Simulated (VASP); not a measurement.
Wanted: the native input for a VASP 6.6.1 run.

| Quantity | Value |
| --- | --- |
| Task | single point |
| Functional | PBE |
| Potentials or basis | VASP PAW PBE potentials, release 64 (W_sv, S) |
| Cutoff | 520 eV |
| k mesh | 8 × 8 × 2 |
| Occupations | fermi-dirac, width 0.05 eV |
| Spin | non-collinear spin, zero start, spin-orbit coupling |
| Starting moments | [[0.0, 0.0, 0.0], [0.0, 0.0, 0.0], [0.0, 0.0, 0.0]] μB |
| Dipole correction | no |
| Further INCAR settings | ALGO = Normal; EDIFF = 1e-06; NBANDS = 39 |

The structure of WS2 lies in POSCAR:

```
WS2
1.0
    2.5917300000      0.0000000000      0.0000000000
    0.0000000000      2.5917300000      0.0000000000
    0.0000000000      0.0000000000      9.2341700000
W S
1 2
Direct
    0.5000000000      0.5000000000      0.5000000000
    0.5000000000      0.5000000000      0.7656600000
    0.5000000000      0.5000000000      0.2343400000
```

One way to write it, as run:

INCAR

```
SYSTEM = WS2
PREC = Accurate ; ENCUT = 520
EDIFF = 1E-6 ; ISMEAR = -1
SIGMA = 0.05 ; LREAL = .FALSE.
LASPH = .TRUE. ; NELM = 150
ALGO = Normal ; ISIF = 2
LWAVE = .FALSE. ; LCHARG = .TRUE.
MAGMOM = 0 0 0 0 0 0 0 0 0 ; LORBIT = 11
LSORBIT = .TRUE. ; GGA_COMPAT = .FALSE.
LORBMOM = .TRUE. ; LMAXMIX = 4
GGA = PE ; LVHAR = .TRUE.
NBANDS = 39
```

KPOINTS

```
regular mesh
0
G
  8 8 2
  0 0 0
```

Potentials or basis: VASP PAW PBE potentials, release 64 (W_sv, S).

Run with:

```sh
$ cat potpaw_PBE.64/W_sv/POTCAR potpaw_PBE.64/S/POTCAR > POTCAR
$ mpirun -np 1 vasp_ncl > vasp.out
```

Results of the run:

```yaml
Pressure: 0.4 GPa
Largest_force: 0.060 eV/Å
Net_moment: 0.00 μB per cell
Valence_electrons_inside_the_program's_atomic_spheres: W 12.15; S 3.56
```

Caveat: this functional lacks dispersion, which binds the layers, so the pressure and a relaxed spacing across them are unreliable.

It took 3.1 min on 1 thread of AMD EPYC 7R43 64-Core Processor (Zen 3), on a shared host, peak memory 0.31 GiB.
